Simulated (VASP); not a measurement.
Wanted: the native input for a VASP 6.6.1 run.

```yaml
Task: relaxation of cell and atoms
Functional: PBE
Potentials_or_basis: VASP PAW PBE potentials, release 64 (Ca_sv, Ag, O)
Cutoff: 600 eV
k_mesh: 6 × 6 × 6
Occupations: gaussian, width 0.1 eV
Spin: no spin polarisation
Dipole_correction: no
Further_INCAR_settings: ALGO = Normal; EDIFF = 1e-06; IBRION = 2; EDIFFG = -0.01; NSW = 100; ISIF = 3
```

The structure of Ca2Ag2O lies in POSCAR:

```
Ca2Ag2O
1.0
    0.0000000000      5.0503408274      5.0503408274
    5.0503408274      0.0000000000      5.0503408274
    5.0503408274      5.0503408274      0.0000000000
Ca Ag O
4 4 2
Direct
    0.1250000000      0.1250000000      0.1250000000
    0.1250000000      0.1250000000      0.6250000000
    0.1250000000      0.6250000000      0.1250000000
    0.6250000000      0.1250000000      0.1250000000
    0.6250000000      0.6250000000      0.6250000000
    0.6250000000      0.6250000000      0.1250000000
    0.6250000000      0.1250000000      0.6250000000
    0.1250000000      0.6250000000      0.6250000000
    0.7500000000      0.7500000000      0.7500000000
    0.5000000000      0.5000000000      0.5000000000
```

The cell was generated, and may not be a known phase.

The input as run:

INCAR

```
SYSTEM = Ca2Ag2O
  PREC = Accurate
  ENCUT = 600
  EDIFF = 1E-6
  ISMEAR = 0
  SIGMA = 0.1
  LREAL = .False.
  LASPH = .True.
  NELM = 80
  ALGO = Normal
  ISIF = 3
  LWAVE = .False.
  LCHARG = .False.
  GGA = PE
  IBRION = 2
  NSW = 100
  EDIFFG = -0.01
```

KPOINTS

```
regular mesh
0
Gamma
  6 6 6
  0 0 0
```

Potentials or basis: VASP PAW PBE potentials, release 64 (Ca_sv, Ag, O).

Run with:

```bash
$ cat potpaw_PBE.64/Ca_sv/POTCAR potpaw_PBE.64/Ag/POTCAR potpaw_PBE.64/O/POTCAR > POTCAR
$ mpirun -np 1 vasp_std > vasp.out
```

It gave:

The relaxed volume is 25.82 Å³/atom, the relaxed cell is a = 7.148 Å, b = 7.148 Å, c = 7.148 Å, α = 60.00°, β = 60.00°, γ = 60.00° and the space group after relaxing (to 0.1 Å) is Fd-3m (No. 227). The energy gained by relaxing is 0.0 meV/atom and the ionic steps are 2. The pressure after relaxing is 0.0 GPa. The band gap on the k mesh is zero (bands 48 and 49 overlap by 0.36 eV).

Wall time 8.8 min on 1 thread of AMD EPYC 9R45 96-Core Processor (Zen 5), with other jobs on the host, peak memory 0.62 GiB.
